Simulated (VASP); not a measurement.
BaS: single point with LDA

Crystal: BaS.

```
Ba S
1.0
     0.00000    3.20436    3.20436
     3.20436    0.00000    3.20436
     3.20436    3.20436    0.00000
Ba S
1 1
Direct
  0.00000 0.00000 0.00000
  0.50000 0.50000 0.50000
```

```yaml
Program: VASP 6.6.1
Task: single point
Functional: LDA
Potentials_or_basis: VASP PAW LDA potentials, release 64 (Ba_sv, S)
Cutoff: 520 eV
k_mesh: 7 × 7 × 7
Occupations: fermi-dirac, width 0.01 eV
Spin: no spin polarisation
Dipole_correction: no
Further_INCAR_settings: ALGO = Normal; EDIFF = 1e-07; NBANDS = 15
```

* Pressure: -2.2 GPa
* Band gap on the k mesh: 1.98 eV (least direct gap 2.13 eV)

Levels at points of the mesh, in eV from the valence-band top:
| k point | band 4 | band 5 | band 6 | band 7 | band 8 | band 9 | band 10 | band 11 | band 12 | band 13 |
| --- | --- | --- | --- | --- | --- | --- | --- | --- | --- | --- |
| (0.00, 0.00, 0.00) | -11.10 | -10.30 | 0.00 | 0.00 | 0.00 | 3.26 | 3.70 | 3.70 | 3.70 | 4.67 |

Run time: 8.6 s on 1 thread of Intel(R) Xeon(R) 6975P-C (Granite Rapids) (shared host), peak memory 0.17 GiB.

Caveat: spin-orbit coupling is left out, which moves the levels of the heavy elements; an odd mesh through Γ misses points on the zone boundary, where band edges can lie.
